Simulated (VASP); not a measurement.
Write the native input for VASP 6.6.1 that does the following.

* Task: single point
* Functional: r2SCAN
* Potentials or basis: VASP PAW PBE potentials, release 64 (Be)
* Cutoff: 520 eV
* k mesh: 18 × 18 × 5
* Occupations: fermi-dirac, width 0.1 eV
* Spin: no spin polarisation
* Dipole correction: no
* Further INCAR settings: ALGO = Normal; EDIFF = 1e-06; NBANDS = 12

Crystal: Be.

```xyz
4
Lattice="2.2841 0.0000 0.0000 -1.1421 1.9781 0.0000 0.0000 0.0000 7.2744" Properties=species:S:1:pos:R:3 pbc="T T T"
Be    1.1421    1.9781    7.2744
Be   -1.1421    1.9781    3.6372
Be    0.0000    1.3187    1.8186
Be    1.1421    0.6594    5.4558
```

These files were run (other wordings do the same):

POSCAR

```
Be
1.0
    2.2841357458      0.0000000000      0.0000000000
   -1.1420678729      1.9781195816      0.0000000000
    0.0000000000      0.0000000000      7.2743676937
Be
4
Direct
    1.0000000000      1.0000000000      1.0000000000
    0.0000000000      1.0000000000      0.5000000000
    0.3333333333      0.6666666667      0.2500000000
    0.6666666667      0.3333333333      0.7500000000
```

INCAR.step1

```
SYSTEM = Be
PREC     = Accurate       ! precision mode
ENCUT    = 520            ! plane-wave cutoff, eV
ISMEAR   = -1             ! smearing method
SIGMA    = 0.1            ! smearing width, eV
LREAL    = .FALSE.        ! projectors in reciprocal space
LASPH    = .TRUE.         ! aspherical terms in the spheres
NELM     = 100            ! most SCF steps
NBANDS   = 12             ! bands
GGA      = PE             ! functional
ALGO     = Normal         ! electronic algorithm
EDIFF    = 1E-4           ! SCF threshold, eV
LWAVE    = .TRUE.         ! write WAVECAR
LCHARG   = .FALSE.        ! write CHGCAR
```

INCAR.step2

```
SYSTEM = Be
PREC     = Accurate       ! precision mode
ENCUT    = 520            ! plane-wave cutoff, eV
EDIFF    = 1E-6           ! SCF threshold, eV
ISMEAR   = -1             ! smearing method
SIGMA    = 0.1            ! smearing width, eV
LREAL    = .FALSE.        ! projectors in reciprocal space
LASPH    = .TRUE.         ! aspherical terms in the spheres
NELM     = 100            ! most SCF steps
ALGO     = Normal         ! electronic algorithm
ISIF     = 2              ! what is computed and relaxed
LWAVE    = .FALSE.        ! write WAVECAR
LCHARG   = .FALSE.        ! write CHGCAR
METAGGA  = R2SCAN         ! meta-GGA
LMIXTAU  = .TRUE.       
NBANDS   = 12             ! bands
ISTART   = 1
```

KPOINTS

```
regular mesh
0
G
  18 18 5
  0 0 0
```

Potentials or basis: VASP PAW PBE potentials, release 64 (Be).

Command:

```bash
$ cat potpaw_PBE.64/Be/POTCAR > POTCAR
$ cp INCAR.step1 INCAR
$ mpirun -np 1 vasp_std > vasp.out
$ cp INCAR.step2 INCAR
$ mpirun -np 1 vasp_std > vasp.out
```

Results of the run:

```
Pressure               : -4.4 GPa
Band gap on the k mesh : zero (bands 4 and 5 overlap by 1.42 eV)
```

Caveat: the cell stands under tension; the PAW data sets were made with another functional, which shifts forces and pressure a little.

It took 2.3 min on 1 thread of Intel(R) Xeon(R) Platinum 8559C (Emerald Rapids) (shared host), peak memory 0.16 GiB.
